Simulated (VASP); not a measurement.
Wanted: the native input for a VASP 6.6.1 run.

```
Task                   : single point
Functional             : PBE
Dispersion             : D3(BJ)
Potentials or basis    : VASP PAW PBE potentials, release 64 (Se, In_d)
Cutoff                 : 520 eV
k mesh                 : 9 × 9 × 1
Occupations            : gaussian, width 0.05 eV
Spin                   : no spin polarisation
Dipole correction      : yes
Further INCAR settings : ALGO = Normal; EDIFF = 1e-06; NBANDS = 48
```

The structure of InSe lies in POSCAR:

```
InSe
1.0
    4.0266104808      0.0000000000      0.0000000000
   -2.0133052404      3.4871469675      0.0000000000
    0.0000000000      0.0000000000     28.2707100106
Se In
4 4
Direct
    0.0000000000      0.0000000000      0.1591753443
    0.0000000000      0.0000000000      0.3496677304
    0.3333333333      0.6666666667      0.4738244989
    0.3333333333      0.6666666667      0.6643168850
    0.6666666667      0.3333333333      0.2049979901
    0.6666666667      0.3333333333      0.3038451606
    1.0000000000      1.0000000000      0.5196471447
    1.0000000000      1.0000000000      0.6184943152
```

This cell differs from its parent crystal: layers slid over each other.

These files were run (other wordings do the same):

INCAR

```
ALGO     = Normal         # electronic algorithm
DIPOL    = 0.5 0.5 0.412
EDIFF    = 1E-6           # SCF threshold, eV
ENCUT    = 520            # plane-wave cutoff, eV
GGA      = PE             # functional
IDIPOL   = 3            
ISIF     = 2              # what is computed and relaxed
ISMEAR   = 0              # smearing method
IVDW     = 12             # dispersion correction
LASPH    = T              # aspherical terms in the spheres
LCHARG   = F              # write CHGCAR
LDIPOL   = T            
LREAL    = F              # projectors in reciprocal space
LWAVE    = F              # write WAVECAR
NBANDS   = 48             # bands
NELM     = 60             # most SCF steps
PREC     = Accurate       # precision mode
SIGMA    = 0.05           # smearing width, eV
```

KPOINTS

```
k-points
0
Gamma
  9 9 1
```

Potentials or basis: VASP PAW PBE potentials, release 64 (Se, In_d).

Run with:

```sh
$ cat potpaw_PBE.64/Se/POTCAR potpaw_PBE.64/In_d/POTCAR > POTCAR
$ mpirun -np 1 vasp_std > vasp.out
```

Results of the run:

The largest force is 0.079 eV/Å. The band gap on the k mesh is 1.23 eV (least direct gap 1.26 eV). The dispersion energy per atom is -0.249 eV.

Caveat: the cell differs from its parent crystal (layers slid over each other); spin-orbit coupling is left out, which moves the levels of the heavy elements.

Run time: 4.8 min on 1 thread of Intel(R) Xeon(R) Platinum 8488C (Sapphire Rapids), on a shared host, peak memory 0.51 GiB.
